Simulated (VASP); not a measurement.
# Sn2F (Pnnm) in VASP: single point with PBE

Aim: the single point of Sn2F with PBE.

Program: VASP 6.6.1. These are calculated values, not measurements. Logs are shortened: lines on timing, memory, paths and dates and some standing lists are left out, and cuts for length are marked.

### Step 1. The cell of the first run

The typed cell holds 6 atoms: a = 5.494 Å, b = 7.868 Å, c = 3.252 Å, α = 90.00°, β = 90.00°, γ = 90.00°.

### Step 2. Single point, PBE

INCAR reads:

```
PREC = Accurate
ENCUT = 520
EDIFF = 1E-6
ISMEAR = 0
SIGMA = 0.1
LREAL = F
LASPH = T
NELM = 60
ALGO = Fast
ISIF = 2
LWAVE = F
LCHARG = F
GGA = PE
NBANDS = 44
```

KPOINTS reads:

```
regular mesh
0
Gamma
  4 2 6
```

POSCAR reads:

```
Sn2F
1.0
    5.4939854674      0.0000000000      0.0000000000
    0.0000000000      7.8679057444      0.0000000000
    0.0000000000      0.0000000000      3.2519177149
Sn F
4 2
Direct
    0.4994924381      0.7857231324      0.5000000000
    0.9994924381      0.7142768676      0.0000000000
    0.5005075619      0.2142768676      0.5000000000
    0.0005075619      0.2857231324      0.0000000000
    0.5000000000      0.5000000000      0.5000000000
    0.0000000000      0.0000000000      0.0000000000
```

Potentials or basis: VASP PAW PBE potentials, release 64 (Sn_d, F).

Command:

```sh
cat potpaw_PBE.64/Sn_d/POTCAR potpaw_PBE.64/F/POTCAR > POTCAR
mpirun -np 1 vasp_std > vasp.out
```

OUTCAR:

```text
PREC = Accurate
   ENCUT = 520
   EDIFF = 1E-6
   ISMEAR = 0
   LREAL = F
   LASPH = T
   NELM = 60
   ISIF = 2
   GGA = PE

 ion  position               nearest neighbor table
   1  0.499  0.786  0.500-   5 2.25   2 3.24   2 3.24   2 3.24   2 3.24   3 3.37
   2  0.999  0.714  0.000-   6 2.25   1 3.24   1 3.24   1 3.24   1 3.24   4 3.37
   3  0.501  0.214  0.500-   5 2.25   4 3.24   4 3.24   4 3.24   4 3.24   1 3.37
   4  0.001  0.286  0.000-   6 2.25   3 3.24   3 3.24   3 3.24   3 3.24   2 3.37
   5  0.500  0.500  0.500-   1 2.25   3 2.25
   6  0.000  0.000  0.000-   2 2.25   4 2.25

  LATTYP: Found a simple orthorhombic cell.
 ALAT       =     3.2519177149
 B/A-ratio  =     1.6894601737
 C/A-ratio  =     2.4194664300

  Lattice vectors:

 A1 = (   0.0000000000,   0.0000000000,   3.2519177149)
 A2 = (   5.4939854674,   0.0000000000,   0.0000000000)
 A3 = (   0.0000000000,   7.8679057444,   0.0000000000)

Analysis of symmetry for initial positions (statically):
=====================================================================
 Subroutine PRICEL returns:
 Original cell was already a primitive cell.

 Routine SETGRP: Setting up the symmetry group for a
 simple orthorhombic supercell.

 Subroutine GETGRP returns: Found  8 space group operations
 (whereof  4 operations were pure point group operations)
 out of a pool of  8 trial point group operations.

The static configuration has the point symmetry C_2h.
 The point group associated with its full space group is D_2h.

Analysis of symmetry for dynamics (positions and initial velocities):
=====================================================================
 Subroutine PRICEL returns:
 Original cell was already a primitive cell.

 Routine SETGRP: Setting up the symmetry group for a
 simple orthorhombic supercell.

 Subroutine GETGRP returns: Found  8 space group operations
 (whereof  4 operations were pure point group operations)
 out of a pool of  8 trial point group operations.

The dynamic configuration has the point symmetry C_2h.
 The point group associated with its full space group is D_2h.

 Subroutine INISYM returns: Found  8 space group operations
 (whereof  4 operations are pure point group operations),
 and found     1 'primitive' translations

----------------------------------------------------------------------------------------

                                     Primitive cell

  volume of cell :     140.5679

  direct lattice vectors                    reciprocal lattice vectors
     5.493985467  0.000000000  0.000000000     0.182017227  0.000000000  0.000000000
     0.000000000  7.867905744  0.000000000     0.000000000  0.127098625  0.000000000
     0.000000000  0.000000000  3.251917715     0.000000000  0.000000000  0.307510856

  length of vectors
     5.493985467  7.867905744  3.251917715     0.182017227  0.127098625  0.307510856

  position of ions in fractional coordinates (direct lattice)
     0.499492438  0.785723132  0.500000000
     0.999492438  0.714276868  0.000000000
     0.500507562  0.214276868  0.500000000
     0.000507562  0.285723132  0.000000000
     0.500000000  0.500000000  0.500000000
     0.000000000  0.000000000  0.000000000

  ion indices of the primitive-cell ions
   primitive index   ion index
                 1           1
                 2           2
                 3           3
                 4           4
                 5           5
                 6           6

----------------------------------------------------------------------------------------

 KPOINTS: regular mesh

Automatic generation of k-mesh.
 Grid dimensions read from file:
 generate k-points for:    4    2    6

 Generating k-lattice:

  Cartesian coordinates                     Fractional coordinates (reciprocal lattice)
     0.045504307  0.000000000  0.000000000     0.250000000  0.000000000  0.000000000
     0.000000000  0.063549312  0.000000000     0.000000000  0.500000000  0.000000000
     0.000000000  0.000000000  0.051251809     0.000000000  0.000000000  0.166666667

  Length of vectors
     0.045504307  0.063549312  0.051251809

  Shift w.r.t. Gamma in fractional coordinates (k-lattice)
     0.000000000  0.000000000  0.000000000

 Subroutine IBZKPT returns following result:
 ===========================================

 Found     24 irreducible k-points:

 Following reciprocal coordinates:
            Coordinates               Weight
  0.000000  0.000000  0.000000      1.000000
  0.250000  0.000000  0.000000      2.000000
  0.500000  0.000000  0.000000      1.000000
  0.000000  0.500000  0.000000      1.000000
  0.250000  0.500000  0.000000      2.000000
  0.500000  0.500000  0.000000      1.000000
[... 16 lines left out ...]
  0.250000  0.500000  0.500000      2.000000
  0.500000  0.500000  0.500000      1.000000
   k-points           NKPTS =     24   k-points in BZ     NKDIM =     24   number of bands    NBANDS=     44
   number of dos      NEDOS =    301   number of ions     NIONS =      6
   total plane-waves  NPLWV =  60480
   dimension x,y,z NGX =    42 NGY =   60 NGZ =   24
   dimension x,y,z NGXF=    84 NGYF=  120 NGZF=   48
   ions per type =               4   2
   NGX,Y,Z   is equivalent  to a cutoff of  12.71, 12.68, 12.27 a.u.
   NGXF,Y,Z  is equivalent  to a cutoff of  25.42, 25.36, 24.54 a.u.
 SYSTEM =  unknown system
   PREC   = accura    normal or accurate (medium, high low for compatibility)
   ISTART =      0    job   : 0-new  1-cont  2-samecut
   ICHARG =      2    charge: 1-file 2-atom 10-const
   ISPIN  =      1    spin polarized calculation?
   LNONCOLLINEAR =      F non collinear calculations
   LSORBIT =      F    spin-orbit coupling
   LASPH  =      T    aspherical Exc in radial PAW
   ENCUT  =  520.0 eV  38.22 Ry    6.18 a.u.  10.22 14.63  6.05*2*pi/ulx,y,z
   NELM   =     60;   NELMIN=  2; NELMDL= -5     # of ELM steps
   EDIFF  = 0.1E-05   stopping-criterion for ELM
   LREAL  =      F    real-space projection
   EDIFFG = 0.1E-04   stopping-criterion for IOM
   NSW    =      0    number of steps for IOM
   IBRION =     -1    ionic relax: 0-MD 1-quasi-New 2-CG
   NFREE  =      0    steps in history (QN), initial steepest desc. (CG)
   ISIF   =      2    stress and relaxation
   ISYM   =      2    0-nonsym 1-usesym 2-fastsym
   POTIM  = 0.5000    time-step for ionic-motion
   TEBEG  =    0.0;   TEEND  =   0.0 temperature during run
   PSTRESS=    0.0 pullay stress
   NELECT =      70.0000    total number of electrons
   NUPDOWN=      -1.0000    fix difference up-down
   EMIN   =  10.00;   EMAX   =-10.00  energy-range for DOS
   EFERMI =   0.00;   METHOD = LEGACY
   ISMEAR =     0;   SIGMA  =   0.10  broadening in eV -4-tet -1-fermi 0-gaus
   EFERMI_NEDOS =   21; number of points for ismear=-14 and -15
   IALGO  =     68    algorithm
   IMIX   =      4    mixing-type and parameters
     AMIX     =   0.40;   BMIX     =  1.00
     AMIX_MAG =   1.60;   BMIX_MAG =  1.00
  volume/ion in A,a.u.               =      23.43       158.10
  Fermi-wavevector in a.u.,A,eV,Ry     =   1.297614  2.452134 22.909510  1.683801
  Thomas-Fermi vector in A             =   2.428995
   LORBIT       =      0    0 simple, 1 ext, 2 COOP (PROOUT), +10 PAW based schemes
   GGA     = PE    functional components
   LHFCALC =     F    Hartree Fock is set to
   AEXX    =    0.0000 exact exchange contribution
   IVDW    =     0    specifies the selected vdW correction
   LEPSILON=     F    determine dielectric tensor
   LRPA    =     F    only Hartree local field effects (RPA)
 non-spin polarized calculation
 RMM-DIIS sequential band-by-band and
 Gauss-broadening in eV      SIGMA  =   0.10
  energy-cutoff  :      520.00
  volume of cell :      140.57
 maximum number of plane-waves:      3808
 NGX is ok and might be reduce to    42
   NGX = 21   NGY = 29   NGZ = 13

 number of electron      69.9999997 magnetization

 Free energy of the ion-electron system (eV)
  ---------------------------------------------------
  ext. energy  EPLUGINS =         0.00000000
  ---------------------------------------------------
  free energy    TOTEN  =       -24.72487493 eV

  energy without entropy =      -24.71955951  energy(sigma->0) =      -24.72221722

 E-fermi :   5.9758     XC(G=0):  -9.6760

 val. band max:        5.8978966811   @ k =   0.5000   0.5000   0.1667
 cond. band min:       6.1030760907   @ k =   0.0000   0.0000   0.0000
 fundamental gap:      0.2051794096
 Fermi energy:         5.9758072016

 k-point     1 :       0.0000    0.0000    0.0000
  band No.  band energies     occupation
      1     -17.8292      2.00000
      2     -17.8283      2.00000
      3     -15.6832      2.00000
      4     -15.6649      2.00000
      5     -15.6464      2.00000
      6     -15.6076      2.00000
[... 36 lines left out ...]
     43      13.7512      0.00000
     44      13.8864      0.00000

 k-point     2 :       0.2500    0.0000    0.0000
  band No.  band energies     occupation
      1     -17.8293      2.00000
      2     -17.8285      2.00000
      3     -15.6736      2.00000
      4     -15.6539      2.00000
      5     -15.6482      2.00000
      6     -15.6118      2.00000
[... 36 lines left out ...]
     43      13.4425      0.00000
     44      13.5932      0.00000

 k-point     3 :       0.5000    0.0000    0.0000
  band No.  band energies     occupation
      1     -17.8289      2.00000
      2     -17.8289      2.00000
      3     -15.6542      2.00000
      4     -15.6542      2.00000
      5     -15.6288      2.00000
      6     -15.6288      2.00000
[... 36 lines left out ...]
     43      12.4599      0.00000
     44      12.4805      0.00000

 k-point     4 :       0.0000    0.5000    0.0000
  band No.  band energies     occupation
      1     -17.8247      2.00000
      2     -17.8247      2.00000
      3     -15.7083      2.00000
      4     -15.7083      2.00000
      5     -15.6238      2.00000
      6     -15.6238      2.00000
[... 882 lines left out ...]
     43      10.3417      0.00000
     44      10.3417      0.00000

 k-point    23 :       0.2500    0.5000    0.5000
  band No.  band energies     occupation
      1     -17.7618      2.00000
      2     -17.7618      2.00000
      3     -15.6726      2.00000
      4     -15.6726      2.00000
      5     -15.6388      2.00000
      6     -15.6388      2.00000
[... 36 lines left out ...]
     43      10.8554      0.00000
     44      10.8554      0.00000

 k-point    24 :       0.5000    0.5000    0.5000
  band No.  band energies     occupation
      1     -17.7618      2.00000
      2     -17.7618      2.00000
      3     -15.6899      2.00000
      4     -15.6899      2.00000
      5     -15.6496      2.00000
      6     -15.6496      2.00000
[... 36 lines left out ...]
     43      10.6726      0.00000
     44      10.6726      0.00000

------------------------ aborting loop because EDIFF is reached ----------------------------------------

  FORCE on cell =-STRESS in cart. coord.  units (eV):
  Direction    XX          YY          ZZ          XY          YZ          ZX
  --------------------------------------------------------------------------------------
  -------------------------------------------------------------------------------------
  Total       -0.0117579     -0.0265708      0.1285874      0.0000000      0.0000000      0.0000000
  in kB       -0.1340155     -0.3028509      1.4656250      0.0000000      0.0000000      0.0000000
  external PRESSURE =       0.3429195 kB  Pullay stress =       0.0000000 kB

 VOLUME and BASIS-vectors are now :
 -----------------------------------------------------------------------------
  energy-cutoff  :      520.00
  volume of cell :      140.57
      direct lattice vectors                 reciprocal lattice vectors
     5.493985467  0.000000000  0.000000000     0.182017227  0.000000000  0.000000000
     0.000000000  7.867905744  0.000000000     0.000000000  0.127098625  0.000000000
     0.000000000  0.000000000  3.251917715     0.000000000  0.000000000  0.307510856

 POSITION                                       TOTAL-FORCE (eV/Angst)
 -----------------------------------------------------------------------------------
      2.74420      6.18200      1.62596         0.000491      0.019293      0.000000
      5.49120      5.61986      0.00000         0.000491     -0.019293      0.000000
      2.74978      1.68591      1.62596        -0.000491     -0.019293      0.000000
      0.00279      2.24804      0.00000        -0.000491      0.019293      0.000000
      2.74699      3.93395      1.62596         0.000000      0.000000      0.000000
      0.00000      0.00000      0.00000         0.000000      0.000000      0.000000
 -----------------------------------------------------------------------------------
    total drift:                                0.000000      0.000000     -0.000000

  FREE ENERGIE OF THE ION-ELECTRON SYSTEM (eV)
  ---------------------------------------------------
  free  energy   TOTEN  =       -24.7248749266 eV

  energy  without entropy=      -24.7195595102  energy(sigma->0) =      -24.72221722
```

Wall time 3.3 min (1 thread of Oxide Virtual Turin-like, shared host); peak memory 0.26 GiB.

Results:

```
Free energy            : -24.7249 eV
Pressure               : 0.0 GPa
Largest force          : 0.019 eV/Å
Band gap on the k mesh : zero (bands 35 and 36 overlap by 4.74 eV)
```

Forces on the atoms (eV/Å):
```
Sn   0.000  0.019  0.000
Sn   0.000 -0.019  0.000
Sn   0.000 -0.019  0.000
Sn   0.000  0.019  0.000
F    0.000  0.000  0.000
F    0.000  0.000  0.000
```

Stress tensor (GPa, compression positive):
```
-0.01  0.00  0.00
 0.00 -0.03  0.00
 0.00  0.00  0.15
```

Levels at points of the mesh, in eV from the Fermi level:
| k point | band 32 | band 33 | band 34 | band 35 | band 36 | band 37 | band 38 | band 39 |
| --- | --- | --- | --- | --- | --- | --- | --- | --- |
| (0.00, 0.00, 0.00) | -3.42 | -2.83 | -2.21 | -0.97 | 0.13 | 3.54 | 4.04 | 4.46 |
| (0.50, 0.00, 0.00) | -4.37 | -1.60 | -1.60 | 2.15 | 2.15 | 2.97 | 2.97 | 5.04 |
| (0.00, 0.50, 0.00) | -4.38 | -2.48 | -2.48 | 0.93 | 0.93 | 3.41 | 3.41 | 4.59 |
| (0.50, 0.50, 0.00) | -4.37 | -0.22 | -0.22 | 0.79 | 0.79 | 3.67 | 3.67 | 4.13 |
| (0.00, 0.00, 0.50) | -3.66 | -1.79 | -1.79 | -0.16 | -0.16 | 0.66 | 0.66 | 1.14 |
| (0.50, 0.00, 0.50) | -2.94 | -2.88 | -2.88 | -2.59 | -2.59 | 1.27 | 1.27 | 3.01 |
| (0.00, 0.50, 0.50) | -4.13 | -1.11 | -1.11 | -0.95 | -0.95 | 0.48 | 0.48 | 1.34 |
| (0.50, 0.50, 0.50) | -4.43 | -2.98 | -2.98 | -2.48 | -2.48 | 2.84 | 2.84 | 3.77 |

Caveat: the k points lie up to 0.40 Å⁻¹ apart, too coarse for converged energies and pressures of a metal; spin-orbit coupling is left out, which moves the levels of the heavy elements.

The gap in the log of VASP goes by the Fermi energy; the results here count the filled bands.